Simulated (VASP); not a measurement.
Write the native input for VASP 6.6.1 that does the following.

```yaml
Task: single point
Functional: LDA
Potentials_or_basis: VASP PAW LDA potentials, release 64 (Si, Ti_sv)
Cutoff: 520 eV
k_mesh: 2 × 2 × 2
Occupations: fermi-dirac, width 0.05 eV
Spin: no spin polarisation
Dipole_correction: no
Further_INCAR_settings: LREAL = Auto; ALGO = Normal; EDIFF = 1e-06; NBANDS = 52
```

The structure of TiSi16 (a cell with a defect) lies in POSCAR:

```
TiSi16
1.0
    0.0000000000      5.4300000000      5.4300000000
    5.4300000000      0.0000000000      5.4300000000
    5.4300000000      5.4300000000      0.0000000000
Si Ti
16 1
Direct
   -0.0144198895     -0.0151749540      0.0283977901
    0.1543554328      0.1261233886      0.1221639042
    0.0515285451     -0.0369797422      0.4952670350
    0.1162062615      0.1253038674      0.6536279926
   -0.0166482505      0.4900920810     -0.0168508287
    0.0993370166      0.6169613260      0.1130939227
   -0.0111141805      0.4794198895      0.4555156538
    0.1092449355      0.6083241252      0.6094475138
    0.5028821363      0.0383885820     -0.0053314917
    0.6251104972      0.1673388582      0.1141528545
    0.5281123389      0.0030847145      0.4988858195
    0.6684898711      0.1077900552      0.6354327808
    0.4433609576      0.5544106814     -0.0009668508
    0.6056537753      0.6468324125      0.1207182320
    0.5036003683      0.5005064457      0.5093278085
    0.6356077348      0.6315745856      0.6223664825
    0.3791068140      0.3522928177      0.3982228361
```

The input as run:

INCAR

```
ALGO = Normal ; EDIFF = 1E-6
ENCUT = 520 ; GGA = CA
ISIF = 2 ; ISMEAR = -1
LASPH = True ; LCHARG = False
LREAL = Auto ; LWAVE = False
NBANDS = 52 ; NELM = 80
PREC = Accurate ; SIGMA = 0.05
```

KPOINTS

```
k-points
0
Gamma
  2 2 2
```

Potentials or basis: VASP PAW LDA potentials, release 64 (Si, Ti_sv).

Command:

```bash
$ cat potpaw_LDA.64/Si/POTCAR potpaw_LDA.64/Ti_sv/POTCAR > POTCAR
$ mpirun -np 1 vasp_std > vasp.out
```

It gave:

- Pressure: 0.7 GPa
- Largest force: 2.662 eV/Å
- Band gap on the k mesh: zero (band 38 reaches 6.92 eV, above the bottom of band 39 at 6.49 eV)

Caveat: the k points lie up to 0.50 Å⁻¹ apart.

Wall time 5.3 min on 1 thread of AMD EPYC 7R43 64-Core Processor (Zen 3), on a shared host, peak memory 0.35 GiB.
